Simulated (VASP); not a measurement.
# Hg (P6_3/mmc) in VASP: further runs, part 2 of 2

VASP 6.6.1. The steps go on from the part before.

**3. Single point, PBEsol+D3(BJ) (21.34 Å³/atom)**

INCAR

```
SYSTEM = Hg
PREC = Accurate ; ENCUT = 520
EDIFF = 1E-6 ; ISMEAR = 0
SIGMA = 0.15 ; LREAL = .FALSE.
LASPH = .TRUE. ; NELM = 100
ALGO = Fast ; ISIF = 2
LWAVE = .FALSE. ; LCHARG = .FALSE.
GGA = PS ; IVDW = 12
NBANDS = 19
```

KPOINTS

```
regular mesh
0
G
  18 18 10
  0 0 0
```

POSCAR

```
Hg
1.0
    3.0706796761      0.0000000000      0.0000000000
   -1.5353398380      2.6592866064      0.0000000000
    0.0000000000      0.0000000000      5.2269109446
Hg
2
Direct
    0.6666666667      0.3333333333      0.7500000000
    0.3333333333      0.6666666667      0.2500000000
```

Potentials or basis: VASP PAW PBE potentials, release 64 (Hg).

Command:

```
$ cat potpaw_PBE.64/Hg/POTCAR > POTCAR
$ mpirun -np 1 vasp_std > vasp.out
```

OUTCAR:

```text
SYSTEM = Hg
   PREC = Accurate
   ENCUT = 520
   EDIFF = 1E-6
   ISMEAR = 0
   LREAL = .FALSE.
   LASPH = .TRUE.
   NELM = 100
   ISIF = 2
   GGA = PS
   IVDW = 12
 IVDW          = 12

 ion  position               nearest neighbor table
   1  0.667  0.333  0.750-   2 3.16   2 3.16   2 3.16   2 3.16   2 3.16   2 3.16
   2  0.333  0.667  0.250-   1 3.16   1 3.16   1 3.16   1 3.16   1 3.16   1 3.16

  LATTYP: Found a hexagonal cell.
 ALAT       =     3.0706796761
 C/A-ratio  =     1.7022000000

  Lattice vectors:

 A1 = (   3.0706796761,   0.0000000000,   0.0000000000)
 A2 = (  -1.5353398380,   2.6592866064,   0.0000000000)
 A3 = (   0.0000000000,   0.0000000000,   5.2269109446)

Analysis of symmetry for initial positions (statically):
=====================================================================
 Subroutine PRICEL returns:
 Original cell was already a primitive cell.

 Routine SETGRP: Setting up the symmetry group for a
 hexagonal supercell.

 Subroutine GETGRP returns: Found 24 space group operations
 (whereof 12 operations were pure point group operations)
 out of a pool of 24 trial point group operations.

The static configuration has the point symmetry D_3d.
[... 163 lines left out ...]
  energy without entropy =       -1.00139891  energy(sigma->0) =       -1.00654938

 E-fermi :   3.4057     XC(G=0): -11.6124

 val. band max:        3.3981081020   @ k =   0.3889   0.1667   0.4000
 cond. band min:       3.4125426283   @ k =   0.2778   0.2778   0.3000
 fundamental gap:      0.0144345264
 Fermi energy:         3.4057153004

 k-point     1 :       0.0000    0.0000    0.0000
  band No.  band energies     occupation
      1      -6.5717      2.00000
      2      -5.2894      2.00000
      3      -4.0734      2.00000
      4      -3.8716      2.00000
      5      -3.8716      2.00000
      6      -3.7269      2.00000
[... 505 lines left out ...]
      6      -3.5381      2.00000
[... 11 lines left out ...]
     18      15.0950      0.00000
     19      15.7250      0.00000

 [... further k-points ...]

------------------------ aborting loop because EDIFF is reached ----------------------------------------

 Edisp (eV)   -0.93867

 E8    (eV) :    -0.6370

  FORCE on cell =-STRESS in cart. coord.  units (eV):
  Direction    XX          YY          ZZ          XY          YZ          ZX
  --------------------------------------------------------------------------------------
  -------------------------------------------------------------------------------------
  Total       0.45639     0.45639     0.45301     0.00000     0.00000     0.00000
  in kB      17.13175    17.13175    17.00476     0.00000     0.00000     0.00000
  external pressure =       17.09 kB  Pullay stress =        0.00 kB

 VOLUME and BASIS-vectors are now :
 -----------------------------------------------------------------------------
  energy-cutoff  :      520.00
  volume of cell :       42.68
      direct lattice vectors                 reciprocal lattice vectors
     3.070679676  0.000000000  0.000000000     0.325660800  0.188020351  0.000000000
    -1.535339838  2.659286606  0.000000000     0.000000000  0.376040701  0.000000000
     0.000000000  0.000000000  5.226910945     0.000000000  0.000000000  0.191317589

 POSITION                                       TOTAL-FORCE (eV/Angst)
 -----------------------------------------------------------------------------------
      1.53534      0.88643      3.92018        -0.000000      0.000000      0.000000
     -0.00000      1.77286      1.30673         0.000000      0.000000      0.000000
 -----------------------------------------------------------------------------------
    total drift:                               -0.000000      0.000000     -0.000000

  FREE ENERGIE OF THE ION-ELECTRON SYSTEM (eV)
  ---------------------------------------------------
  free  energy   TOTEN  =        -1.9503705915 eV

  energy  without entropy=       -1.9400696628  energy(sigma->0) =       -1.94522013
```

stdout:

```text
POSCAR found type information on POSCAR Hg
 POSCAR found :  1 types and       2 ions
 scaLAPACK will be used
 -----------------------------------------------------------------------------
|                                                                             |
|                                                                             |
|     You enforced a specific xc type in the INCAR file but a different       |
|     I HOPE YOU KNOW WHAT YOU ARE DOING!                                     |
|                                                                             |
 -----------------------------------------------------------------------------

 LDA part: xc-table for (Slater+PW92), standard interpolation
 POSCAR, INCAR and KPOINTS ok, starting setup
 FFT: planning ... GRIDC
 FFT: planning ... GRID_SOFT
 FFT: planning ... GRID
 WAVECAR not read
 entering main loop
```

Wall time 2.5 min (1 thread of Intel Xeon 8259CL, shared host); peak memory 0.28 GiB.

Results:

- Free energy: -1.9504 eV
- Pressure: 1.7 GPa
- Band gap on the k mesh: zero (bands 12 and 13 overlap by 2.24 eV)
- Dispersion energy per atom: -0.469 eV

Caveat: the PAW data sets were made with another functional, which shifts forces and pressure a little; spin-orbit coupling is left out, which moves the levels of the heavy elements.

**4. Single point, PBEsol+D3(BJ) (21.34 Å³/atom)**

INCAR

```
  PREC = Accurate
  ENCUT = 520
  EDIFF = 1E-6
  ISMEAR = 0
  SIGMA = 0.15
  LREAL = False
  LASPH = True
  NELM = 80
  ALGO = Fast
  ISIF = 2
  LWAVE = False
  LCHARG = False
  GGA = PS
  IVDW = 12
  NBANDS = 19
```

KPOINTS

```
regular mesh
0
Gamma
  18 18 10
```

POSCAR

```
Hg
1.0
    3.1538859293      0.0000000000      0.0000000000
   -1.5769429646      2.7313453354      0.0000000000
    0.0000000000      0.0000000000      4.9547547949
Hg
2
Direct
    0.6666666667      0.3333333333      0.7500000000
    0.3333333333      0.6666666667      0.2500000000
```

Command:

```
$ cat potpaw_PBE.64/Hg/POTCAR > POTCAR
$ mpirun -np 1 vasp_std > vasp.out
```

Wall time 2.3 min (1 thread of Intel Xeon 8259CL, shared host); peak memory 0.28 GiB.

Results (log left out):

```
Free energy                : -1.9511 eV
Pressure                   : 2.0 GPa
Band gap on the k mesh     : zero (bands 12 and 13 overlap by 1.34 eV)
Dispersion energy per atom : -0.469 eV
```

Stress tensor (GPa, compression positive):
```
1.85 0.00 0.00
0.00 1.85 0.00
0.00 0.00 2.18
```

Levels at points of the mesh, in eV from the Fermi level:
```
           k point  band 9  band 10  band 11  band 12  band 13  band 14  band 15  band 16
(0.00, 0.00, 0.00)   -6.92    -5.97    -5.97    -1.90    -0.91    12.88    12.88    12.95
(0.50, 0.00, 0.00)   -5.83    -5.78    -2.68    -2.57     3.31     3.37     4.25     6.80
(0.00, 0.00, 0.50)   -6.24    -6.24    -6.24    -6.24     7.86     7.86    13.20    13.20
(0.50, 0.00, 0.50)   -5.88    -5.88    -1.62    -1.62    -0.30    -0.30     9.46     9.46
```

Caveat: the PAW data sets were made with another functional, which shifts forces and pressure a little; spin-orbit coupling is left out, which moves the levels of the heavy elements.

**5. The runs side by side**

```csv
cell,gap on the mesh (eV),pressure (GPa)
"a = 3.050, b = 3.050, c = 5.297 Å, angles 90.0, 90.0, 120.0°, 2 atoms",none,1.7
"a = 3.071, b = 3.071, c = 5.227 Å, angles 90.0, 90.0, 120.0°, 2 atoms",none,1.7
"a = 3.154, b = 3.154, c = 4.955 Å, angles 90.0, 90.0, 120.0°, 2 atoms",none,2.0
```

Alike in all rows: task single point; level PBEsol+D3(BJ); potentials or basis VASP PAW PBE potentials, release 64 (Hg); no spin polarisation; k mesh 18 × 18 × 10; cutoff (eV) 520; smearing gaussian 0.15 eV.

Caveats: the PAW data sets were made with another functional, which shifts forces and pressure a little; spin-orbit coupling is left out, which moves the levels of the heavy elements.

Absolute energies hang on the potentials; compare differences alone.
